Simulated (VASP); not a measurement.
Crystal: TiAl.

```xyz
2
Lattice="2.8673 0.0000 0.0000 -1.4336 2.4831 0.0000 0.0000 0.0000 4.6781" Properties=species:S:1:pos:R:3 pbc="T T T"
Ti    0.0000    0.0000    0.0000
Al    0.0000    1.6554    2.3390
```

| Item | Value |
| --- | --- |
| Program | VASP 6.6.1 |
| Task | relaxation of cell and atoms |
| Functional | PBEsol |
| Dispersion | D4 |
| Potentials or basis | VASP PAW PBE potentials, release 64 (Ti_sv, Al) |
| Cutoff | 600 eV |
| k mesh | 11 × 11 × 6 |
| Occupations | fermi-dirac, width 0.05 eV |
| Spin | no spin polarisation |

At the start: pressure -4.3 GPa; volume 16.65 Å³/atom.

Q: Where does the relaxation end?

A: Over 3 steps the energy falls by 9.5 meV/atom and the volume is 15.99 Å³/atom (-4.0 %); space group P-6m2 (No. 187, to 0.05 Å).

The path:
```csv
step,energy change (eV),largest force (eV/Å),pressure (GPa),volume (Å³)
1,0.0000,0.0000,-4.31,33.31
2,-0.0113,0.0000,3.11,31.19
3,-0.0191,0.0000,0.02,31.99
```

Final structure:
```xyz
2
Lattice="2.8338 0.0000 0.0000 -1.4169 2.4542 0.0000 0.0000 0.0000 4.5995" Properties=species:S:1:pos:R:3 pbc="T T T"
Ti    0.0000    0.0000    0.0000
Al    0.0000    1.6361    2.2998
```

Caveat: the PAW data sets were made with another functional, which shifts forces and pressure a little; pairwise dispersion overbinds metals, which lowers pressure and volume.
